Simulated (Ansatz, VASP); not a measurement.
**One calculation of HfO2, two programs**

```
Hf O
1.0
     0.00000    2.50529    2.50529
     2.50529    0.00000    2.50529
     2.50529    2.50529    0.00000
Hf O
1 2
Direct
  0.00000 0.00000 0.00000
  0.25000 0.25000 0.25000
  0.75000 0.75000 0.75000
```

Change from the starting cell: volume scaled by 0.94, crystal datasets.

Alike in both runs: task electric field gradients; functional LDA; k mesh 9 × 9 × 9; occupations fermi-dirac, width 0.01 eV; no spin polarisation.

|  | VASP | Ansatz |
| --- | --- | --- |
| version | VASP 6.6.1 | Ansatz 0.2.0 |
| potentials or method | VASP PAW LDA potentials, release 64 (Hf_pv, O), cutoff 520 eV | all-electron PAW with datasets made for the crystal, scalar-relativistic |

|  | VASP | Ansatz | Ansatz less VASP |
| --- | --- | --- | --- |
| gap on the k mesh at the Fermi level (eV) | 3.81 | 3.76 | -0.043 |
| pressure (GPa) | -4.8 | -1.4 | +3.34 |

LDA's correlation is that of Perdew and Zunger in VASP and of Perdew and Wang (1992) in Ansatz. Ansatz ran all-electron here, and VASP with PAW potentials.

Neither program's run includes spin-orbit coupling.
